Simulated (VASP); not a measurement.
Here is a VASP 6.6.1 calculation.

INCAR

```
SYSTEM = SiC20
PREC = Accurate ; ENCUT = 520
EDIFF = 1E-6 ; ISMEAR = 0
SIGMA = 0.05 ; LREAL = Auto
LASPH = .TRUE. ; NELM = 150
ALGO = Fast ; ISIF = 2
LWAVE = .FALSE. ; LCHARG = .TRUE.
ISPIN = 2 ; MAGMOM = 0 0 0 0 0 0 0 0 0 0 0 0 0 0 0 0 0 0 0 0 2
LORBIT = 11 ; LDIPOL = .TRUE.
IDIPOL = 3 ; DIPOL = 0.5 0.5 0.328
GGA = PE ; LELF = .TRUE.
LVHAR = .TRUE. ; LVACPOTAV = .TRUE.
NBANDS = 62
```

Contents of KPOINTS:

```
regular mesh
0
G
  5 8 1
  0 0 0
```

The input POSCAR:

```
SiC20
1.0
    5.0509324483      0.0000000000      0.0000000000
    0.0000000000      3.5715485855      0.0000000000
    0.0000000000      0.0000000000     20.3790411838
C Si
20 1
Direct
    0.2500000000      0.0000000000      0.1962800882
    0.7500000000      0.0000000000      0.1962800882
    0.0000000000      0.2500000000      0.1962800882
    0.5000000000      0.2500000000      0.1962800882
    0.0000000000      0.5000000000      0.2582424298
    0.5000000000      0.5000000000      0.2582424298
    0.2500000000      0.7500000000      0.2582424298
    0.7500000000      0.7500000000      0.2582424298
    0.2500000000      0.0024640196      0.3199149154
    0.7500000000      0.0024640196      0.3199149154
    0.0000000000      0.2475359804      0.3199149154
    0.5000000000      0.2475359804      0.3199149154
    0.0000000000      0.5097084332      0.3835991953
    0.5000000000      0.5097084332      0.3835991953
    0.2500000000      0.7402915668      0.3835991953
    0.7500000000      0.7402915668      0.3835991953
    0.2500000000      0.0294931910      0.4356947466
    0.7500000000      0.0294931910      0.4356947466
    0.0000000000      0.2205068090      0.4356947466
    0.5000000000      0.2205068090      0.4356947466
    0.2500000000      0.6961598576      0.5123536869
```

Potentials or basis: VASP PAW PBE potentials, release 64 (C, Si).

Run with:

```bash
$ cat potpaw_PBE.64/C/POTCAR potpaw_PBE.64/Si/POTCAR > POTCAR
$ mpirun -np 1 vasp_std > vasp.out
```

Question: What does it give for the net moment?

Answer: 0.08 μB per cell.

Question: Estimate the site moments.

Answer: C -0.14, +0.15, +0.01, +0.00, -0.01, -0.00 (each value once); Si +0.01 μB.

Question: Predict the largest force.

Answer: 4.668 eV/Å.

Forces on the atoms (eV/Å):
```
C    0.000  4.524  1.150
C    0.000  4.427  1.000
C   -0.008 -4.431  1.191
C    0.008 -4.431  1.191
C    0.017  0.925 -1.331
C   -0.017  0.925 -1.331
C    0.000 -0.883 -1.216
C    0.000 -0.966 -1.053
C    0.000 -0.441 -0.180
C    0.000  0.162 -0.047
C    0.009  0.131 -0.023
C   -0.009  0.131 -0.023
C   -0.098 -0.576 -1.352
C    0.098 -0.576 -1.352
C    0.000  0.886 -2.850
C    0.000  0.214 -0.162
C    0.000 -3.785  1.843
C    0.000 -0.329  1.050
C   -0.300  2.598  1.751
C    0.300  2.598  1.751
Si   0.000 -1.104 -0.007
```
